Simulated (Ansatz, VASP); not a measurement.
**NaCl in VASP and in Ansatz**

Contents of INCAR:

```
PREC = Accurate
ENCUT = 520
EDIFF = 1E-6
ISMEAR = 0
SIGMA = 0.05
LREAL = F
LASPH = T
NELM = 80
ALGO = Normal
ISIF = 2
LWAVE = F
LCHARG = F
GGA = PS
NBANDS = 14
```

Contents of KPOINTS:

```
regular mesh
0
Gamma
  8 8 8
```

The input POSCAR:

```
NaCl
1.0
    0.0000000000      2.8317500000      2.8317500000
    2.8317500000      0.0000000000      2.8317500000
    2.8317500000      2.8317500000      0.0000000000
Na Cl
1 1
Direct
    0.0000000000      0.0000000000      0.0000000000
    0.3907533445      0.6092466555      0.5000000000
```

Input for Ansatz:

```yaml
crystal:
  lattice:
    - [0.0, 2.83175, 2.83175]
    - [2.83175, 0.0, 2.83175]
    - [2.83175, 2.83175, 0.0]
  atoms:
    - { symbol: Na, position: [0.0, 0.0, 0.0] }
    - { symbol: Cl, position: [0.3907533445, 0.6092466555, 0.5] }
basis:
  ecutwfc: 420
kpoints:
  mp_grid: { grid: [8, 8, 8] }
hamiltonian:
  xc: pbesol
scf:
  occupations: { method: gaussian, width: 0.05 }
output:
  forces: true
  stress: true
  eigenvalues: true
```

Change from the starting cell: all Cl atoms moved +0.438 Å, as atom 2 along Cartesian [1 -1 0].

Alike in both runs: task single point; functional PBEsol; k mesh 8 × 8 × 8; occupations gaussian, width 0.05 eV; no spin polarisation.

|  | VASP | Ansatz |
| --- | --- | --- |
| version | VASP 6.6.1 | Ansatz 0.2.0 |
| potentials or method | VASP PAW PBE potentials, release 64 (Na_pv, Cl), cutoff 520 eV | scalar-relativistic, plane waves, PAW |
| valence electrons in the cell | 14 | 16 |

|  | VASP | Ansatz | Ansatz less VASP |
| --- | --- | --- | --- |
| gap on the k mesh at the Fermi level (eV) | 4.91 | 4.91 | +0.005 |
| least direct gap on the mesh (eV) | 4.91 | 4.91 | +0.005 |
| pressure (GPa) | 1.2 | 1.2 | -0.05 |
| traceless stress, the component that is largest in VASP (GPa) | -2.33 | -2.29 | +0.041 |
| rms of the force components (eV/Å) | 0.374 | 0.367 | -0.0072 |

VASP's potentials were made for PBE, not for PBEsol. Atom by atom the forces differ by 0.007 eV/Å (rms over components). With one functional, cell and mesh, what is left measures potentials, basis and numerics. VASP's potentials hold 14 valence electrons a cell and Ansatz's 16, so a difference there can come from the potentials and not from the codes.
